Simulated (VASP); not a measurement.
Here is a VASP 6.6.1 calculation.

File INCAR:

```
  PREC = Accurate
  ENCUT = 520
  EDIFF = 1E-6
  ISMEAR = 0
  SIGMA = 0.05
  LREAL = False
  LASPH = True
  NELM = 60
  ALGO = Normal
  ISIF = 2
  LWAVE = False
  LCHARG = False
  GGA = PS
  NBANDS = 20
```

KPOINTS

```
Automatic mesh
0
Gamma
  12 12 2
```

Contents of POSCAR:

```
WS2
1.0
    3.1920855517      0.0553846137     -0.0375578797
   -1.5480782934      2.7034550958      0.0297559060
   -0.2024093593      0.0683095170     17.7455510836
W S
1 2
Direct
    0.3309897582      0.6330657609     -0.0045290988
    0.6278197187      0.3079042960      0.9087164587
    0.7078571897      0.3923632765      0.0958126401
```

Potentials or basis: VASP PAW PBE potentials, release 64 (W_sv, S).

The run is started by

```bash
$ cat potpaw_PBE.64/W_sv/POTCAR potpaw_PBE.64/S/POTCAR > POTCAR
$ mpirun -np 1 vasp_std > vasp.out
```

Q: Predict the largest force.

A: 3.554 eV/Å.

Q: What does it give for the band gap on the k mesh?

A: 1.42 eV (least direct gap 1.84 eV).

Forces on the atoms (eV/Å):
```
W   -1.360  1.660  2.833
S    1.045 -0.271 -0.206
S    0.315 -1.389 -2.627
```

Caveat: the cell differs from its parent crystal (atoms moved at random and the cell strained at random); the PAW data sets were made with another functional, which shifts forces and pressure a little; spin-orbit coupling is left out, which moves the levels of the heavy elements.
